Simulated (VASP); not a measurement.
# Cu (Fm-3m) in VASP: notebook

Runs on Cu. Level: PBE. Tasks: single point.

Everything below comes from runs of VASP 6.6.1. Logs are shortened: lines on timing, memory, paths and dates and some standing lists are left out, and cuts for length are marked.

### 1 The cell of the first run

It takes space group Fm-3m (No. 225, cubic). Conventional cell: a = 3.615 Å, b = 3.615 Å, c = 3.615 Å, α = 90.00°, β = 90.00°, γ = 90.00°. Within 3.4 Å of Cu (site symmetry m-3m) lie 12 Cu at 2.56 Å.

### 2 Single point, PBE

File INCAR:

```
SYSTEM = Cu
PREC = Accurate ; ENCUT = 520
EDIFF = 1E-6 ; ISMEAR = -1
SIGMA = 0.08 ; LREAL = .FALSE.
LASPH = .TRUE. ; NELM = 60
ALGO = Normal ; ISIF = 2
LWAVE = .FALSE. ; LCHARG = .FALSE.
GGA = PE ; NBANDS = 12
```

File KPOINTS:

```
regular mesh
0
G
  19 19 19
  0 0 0
```

File POSCAR:

```
Cu
1.0
    0.0000000000      1.8075000000      1.8075000000
    1.8075000000      0.0000000000      1.8075000000
    1.8075000000      1.8075000000      0.0000000000
Cu
1
Direct
    0.0000000000      0.0000000000      0.0000000000
```

Potentials or basis: VASP PAW PBE potentials, release 64 (Cu).

Command:

```
$ cat potpaw_PBE.64/Cu/POTCAR > POTCAR
$ mpirun -np 1 vasp_std > vasp.out
```

OUTCAR:

```text
SYSTEM = Cu
   PREC = Accurate
   ENCUT = 520
   EDIFF = 1E-6
   ISMEAR = -1
   LREAL = .FALSE.
   LASPH = .TRUE.
   NELM = 60
   ISIF = 2
   GGA = PE

 ion  position               nearest neighbor table
   1  0.000  0.000  0.000-

  LATTYP: Found a face centered cubic cell.
 ALAT       =     3.6150000000

  Lattice vectors:

 A1 = (   0.0000000000,   1.8075000000,   1.8075000000)
 A2 = (   1.8075000000,   0.0000000000,   1.8075000000)
 A3 = (   1.8075000000,   1.8075000000,   0.0000000000)

Analysis of symmetry for initial positions (statically):
=====================================================================
 Subroutine PRICEL returns:
 Original cell was already a primitive cell.

 Routine SETGRP: Setting up the symmetry group for a
 face centered cubic supercell.

 Subroutine GETGRP returns: Found 48 space group operations
 (whereof 48 operations were pure point group operations)
 out of a pool of 48 trial point group operations.

The static configuration has the point symmetry O_h .

Analysis of symmetry for dynamics (positions and initial velocities):
=====================================================================
 Subroutine PRICEL returns:
 Original cell was already a primitive cell.

 Routine SETGRP: Setting up the symmetry group for a
 face centered cubic supercell.

 Subroutine GETGRP returns: Found 48 space group operations
 (whereof 48 operations were pure point group operations)
 out of a pool of 48 trial point group operations.

The dynamic configuration has the point symmetry O_h .

 Subroutine INISYM returns: Found 48 space group operations
 (whereof 48 operations are pure point group operations),
 and found     1 'primitive' translations

----------------------------------------------------------------------------------------

                                     Primitive cell

  volume of cell :      11.8104

  direct lattice vectors                    reciprocal lattice vectors
     0.000000000  1.807500000  1.807500000    -0.276625173  0.276625173  0.276625173
     1.807500000  0.000000000  1.807500000     0.276625173 -0.276625173  0.276625173
     1.807500000  1.807500000  0.000000000     0.276625173  0.276625173 -0.276625173

  length of vectors
     2.556191014  2.556191014  2.556191014     0.479128854  0.479128854  0.479128854

  position of ions in fractional coordinates (direct lattice)
     0.000000000  0.000000000  0.000000000

  ion indices of the primitive-cell ions
   primitive index   ion index
                 1           1
[... 73 lines left out ...]
   LREAL  =      F    real-space projection
   EDIFFG = 0.1E-04   stopping-criterion for IOM
   NSW    =      0    number of steps for IOM
   IBRION =     -1    ionic relax: 0-MD 1-quasi-New 2-CG
   NFREE  =      0    steps in history (QN), initial steepest desc. (CG)
   ISIF   =      2    stress and relaxation
   ISYM   =      2    0-nonsym 1-usesym 2-fastsym
   POTIM  = 0.5000    time-step for ionic-motion
   TEBEG  =    0.0;   TEEND  =   0.0 temperature during run
   PSTRESS=    0.0 pullay stress
   NELECT =      11.0000    total number of electrons
   NUPDOWN=      -1.0000    fix difference up-down
   EMIN   =  10.00;   EMAX   =-10.00  energy-range for DOS
   EFERMI =   0.00;   METHOD = LEGACY
   ISMEAR =    -1;   SIGMA  =   0.08  broadening in eV -4-tet -1-fermi 0-gaus
   EFERMI_NEDOS =   21; number of points for ismear=-14 and -15
   IALGO  =     38    algorithm
   IMIX   =      4    mixing-type and parameters
     AMIX     =   0.40;   BMIX     =  1.00
     AMIX_MAG =   1.60;   BMIX_MAG =  1.00
  volume/ion in A,a.u.               =      11.81        79.70
  Fermi-wavevector in a.u.,A,eV,Ry     =   1.598763  3.021224 34.777078  2.556043
  Thomas-Fermi vector in A             =   2.696162
   LORBIT       =      0    0 simple, 1 ext, 2 COOP (PROOUT), +10 PAW based schemes
   GGA     = PE    functional components
   LHFCALC =     F    Hartree Fock is set to
   AEXX    =    0.0000 exact exchange contribution
   IVDW    =     0    specifies the selected vdW correction
   LEPSILON=     F    determine dielectric tensor
   LRPA    =     F    only Hartree local field effects (RPA)
 non-spin polarized calculation
  energy-cutoff  :      520.00
  volume of cell :       11.81
 maximum number of plane-waves:       331
   NGX =  9   NGY =  9   NGZ =  9

 number of electron      11.0000001 magnetization

 Free energy of the ion-electron system (eV)
  ---------------------------------------------------
  ext. energy  EPLUGINS =         0.00000000
  ---------------------------------------------------
  free energy    TOTEN  =        -3.72837141 eV

  energy without entropy =       -3.72103417  energy(sigma->0) =       -3.72470279

 E-fermi :   7.6287     XC(G=0): -12.7266

 val. band max:        7.6127892254   @ k =  -0.3684   0.1579   0.0000
 cond. band min:       7.6377893339   @ k =  -0.3684   0.1579   0.0526
 fundamental gap:      0.0250001085
 Fermi energy:         7.6287152167

 k-point     1 :       0.0000    0.0000    0.0000
  band No.  band energies     occupation
      1      -1.7661      2.00000
      2       4.5526      2.00000
      3       4.5526      2.00000
      4       4.5526      2.00000
      5       5.3741      2.00000
      6       5.3741      2.00000
      7      30.1796      0.00000
      8      32.8235      0.00000
      9      32.8235      0.00000
     10      32.8235      0.00000
     11      35.3140      0.00000
     12      35.3140      0.00000
[... 331 lines left out ...]
 k-point    24 :      -0.2632    0.0526    0.0000
  band No.  band energies     occupation
      1       0.9067      2.00000
      2       4.2861      2.00000
      3       4.6771      2.00000
      4       4.7154      2.00000
      5       5.4297      2.00000
      6       5.6741      2.00000
      7      18.6362      0.00000
      8      27.4615      0.00000
      9      30.7312      0.00000
     10      31.8583      0.00000
     11      34.0696      0.00000
     12      35.4311      0.00000

 [... further k-points ...]
[... 5 lines left out ...]
  --------------------------------------------------------------------------------------
  -------------------------------------------------------------------------------------
  Total        0.1662689      0.1662689      0.1662689     -0.0000000     -0.0000000      0.0000000
  in kB       22.5557185     22.5557185     22.5557185     -0.0000000     -0.0000000      0.0000000
  external PRESSURE =      22.5557185 kB  Pullay stress =       0.0000000 kB

 VOLUME and BASIS-vectors are now :
 -----------------------------------------------------------------------------
  energy-cutoff  :      520.00
  volume of cell :       11.81
      direct lattice vectors                 reciprocal lattice vectors
     0.000000000  1.807500000  1.807500000    -0.276625173  0.276625173  0.276625173
     1.807500000  0.000000000  1.807500000     0.276625173 -0.276625173  0.276625173
     1.807500000  1.807500000  0.000000000     0.276625173  0.276625173 -0.276625173

 POSITION                                       TOTAL-FORCE (eV/Angst)
 -----------------------------------------------------------------------------------
      0.00000      0.00000      0.00000         0.000000      0.000000      0.000000
 -----------------------------------------------------------------------------------
    total drift:                                0.000000      0.000000      0.000000

  FREE ENERGIE OF THE ION-ELECTRON SYSTEM (eV)
  ---------------------------------------------------
  free  energy   TOTEN  =        -3.7283714074 eV

  energy  without entropy=       -3.7210341745  energy(sigma->0) =       -3.72470279
```

OSZICAR:

```text
N       E                     dE             d eps       ncg     rms          rms(c)
DAV:   1     0.422352899891E+02    0.42235E+02   -0.53829E+03  5980   0.153E+03
DAV:   2    -0.331262308402E+01   -0.45548E+02   -0.42042E+02  5412   0.205E+02
DAV:   3    -0.462628365975E+01   -0.13137E+01   -0.13017E+01  6184   0.394E+01
DAV:   4    -0.463464253239E+01   -0.83589E-02   -0.83578E-02  5996   0.279E+00
DAV:   5    -0.463471825568E+01   -0.75723E-04   -0.75723E-04  6260   0.273E-01    0.769E+00
DAV:   6    -0.410971132527E+01    0.52501E+00   -0.14546E+01  6300   0.722E+01    0.394E+00
DAV:   7    -0.374107846790E+01    0.36863E+00   -0.23043E+00  6284   0.287E+01    0.593E-01
DAV:   8    -0.372982694400E+01    0.11252E-01   -0.43594E-03  5996   0.880E-01    0.288E-01
DAV:   9    -0.372836970835E+01    0.14572E-02   -0.89166E-03  6632   0.164E+00    0.291E-02
DAV:  10    -0.372837245027E+01   -0.27419E-05   -0.37325E-05  7824   0.980E-02    0.850E-03
DAV:  11    -0.372837131732E+01    0.11330E-05   -0.94775E-07  4600   0.182E-02    0.269E-04
DAV:  12    -0.372837140743E+01   -0.90116E-07   -0.66726E-08  3196   0.296E-03
   1 F= -.37283714E+01 E0= -.37247028E+01  d E =-.733723E-02
```

It took 20 s on 1 thread of Intel Xeon Platinum 8375C at 2.90GHz (Ice Lake), shared host; peak memory 0.15 GiB.

What came out:

* Free energy: -3.7284 eV
* Pressure: 2.3 GPa

Levels at points of the mesh, in eV from the Fermi level:
| k point | band 4 | band 5 | band 6 | band 7 | band 8 | band 9 |
| --- | --- | --- | --- | --- | --- | --- |
| (0.00, 0.00, 0.00) | -3.08 | -2.25 | -2.25 | 22.55 | 25.19 | 25.19 |

### 3 Single point, PBE (volume scaled by 1.01)

File INCAR:

```
SYSTEM = Cu
PREC     = Accurate       ! precision mode
ENCUT    = 520            ! plane-wave cutoff, eV
EDIFF    = 1E-7           ! SCF threshold, eV
ISMEAR   = -1             ! smearing method
SIGMA    = 0.08           ! smearing width, eV
LREAL    = .False.        ! projectors in reciprocal space
LASPH    = .True.         ! aspherical terms in the spheres
NELM     = 100            ! most SCF steps
ALGO     = Normal         ! electronic algorithm
ISIF     = 2              ! what is computed and relaxed
LWAVE    = .False.        ! write WAVECAR
LCHARG   = .True.         ! write CHGCAR
GGA      = PE             ! functional
LELF     = .True.         ! ELF
LVHAR    = .True.       
NBANDS   = 12             ! bands
```

File KPOINTS:

```
regular mesh
0
Gamma
  19 19 19
  0 0 0
```

File POSCAR:

```
Cu
1.0
    0.0000000000      1.8135050275      1.8135050275
    1.8135050275      0.0000000000      1.8135050275
    1.8135050275      1.8135050275      0.0000000000
Cu
1
Direct
    0.0000000000      0.0000000000      0.0000000000
```

Potentials or basis: VASP PAW PBE potentials, release 64 (Cu).

Command:

```
$ cat potpaw_PBE.64/Cu/POTCAR > POTCAR
$ mpirun -np 1 vasp_std > vasp.out
```

Run time: 22 s. Hardware: 1 thread of Intel Xeon Platinum 8375C at 2.90GHz (Ice Lake), shared host; peak memory 0.14 GiB.

Results (log left out):

```
Free energy : -3.7296 eV
Pressure    : 0.8 GPa
```

Levels at points of the mesh, in eV from the Fermi level:
```csv
k point,band 3,band 4,band 5,band 6,band 7,band 8,band 9,band 10
"(0.00, 0.00, 0.00)",-3.04,-3.04,-2.23,-2.23,22.47,25.04,25.04,25.04
```

[end of part 1 of 2]
